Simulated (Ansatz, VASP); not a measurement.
# Zn in VASP and in Ansatz

File INCAR:

```
SYSTEM = Zn
PREC = Accurate
ENCUT = 520
EDIFF = 1E-7
ISMEAR = 0
SIGMA = 0.1
LREAL = .False.
LASPH = .True.
NELM = 60
ALGO = Normal
ISIF = 2
LWAVE = .False.
LCHARG = .False.
GGA = PE
IVDW = 13
NBANDS = 25
```

File KPOINTS:

```
regular mesh
0
Gamma
  6 6 2
  0 0 0
```

POSCAR

```
Zn
1.0
    2.2681701736     -1.3084870100      0.0000000000
    2.2681701736      1.3084870100      0.0000000000
   -1.5917165425      0.0000000000      7.3004081919
Zn
3
Direct
    0.0000000000      0.0000000000      0.0000000000
    0.2219821400      0.2219821400      0.6654950200
    0.7780178600      0.7780178600      0.3345049800
```

Input for Ansatz:

```yaml
crystal:
  lattice:
    - [2.2681701736, -1.30848701, 0.0]
    - [2.2681701736, 1.30848701, 0.0]
    - [-1.5917165425, 0.0, 7.3004081919]
  atoms:
    - { symbol: Zn, position: [0.0, 0.0, 0.0] }
    - { symbol: Zn, position: [0.22198214, 0.22198214, 0.66549502] }
    - { symbol: Zn, position: [0.77801786, 0.77801786, 0.33450498] }
basis:
  ecutwfc: 420
kpoints:
  mp_grid: { grid: [6, 6, 2] }
hamiltonian:
  xc: pbe
  dispersion: d4
scf:
  occupations: { method: gaussian, width: 0.1 }
output:
  forces: true
  stress: true
  eigenvalues: true
```

Alike in both runs: task single point; functional PBE; dispersion D4; k mesh 6 × 6 × 2; occupations gaussian, width 0.1 eV; no spin polarisation.

|  | VASP | Ansatz |
| --- | --- | --- |
| version | VASP 6.6.1 | Ansatz 0.2.0 |
| potentials or method | VASP PAW PBE potentials, release 64 (Zn), cutoff 520 eV | scalar-relativistic, plane waves, PAW |
| valence electrons in the cell | 36 | 36 |

Ansatz gave:

| Property | Result |
| --- | --- |
| gap on the k mesh at the Fermi level (eV) | none |
| pressure (GPa) | 1.1 |
| traceless stress, the component that is largest in VASP (GPa) | -1.04 |
| rms of the force components (eV/Å) | 0.012 |

What did VASP give for the same quantities?

gap on the k mesh at the Fermi level (eV): none; pressure (GPa): 1.5; traceless stress, the component that is largest in VASP (GPa): -1.07; rms of the force components (eV/Å): 0.012.

Atom by atom the forces differ by 0.001 eV/Å (rms over components). A gap of «none» marks a metal or a gap that the smearing closes.

The k mesh is coarse, so the values compare programs but aren't converged.
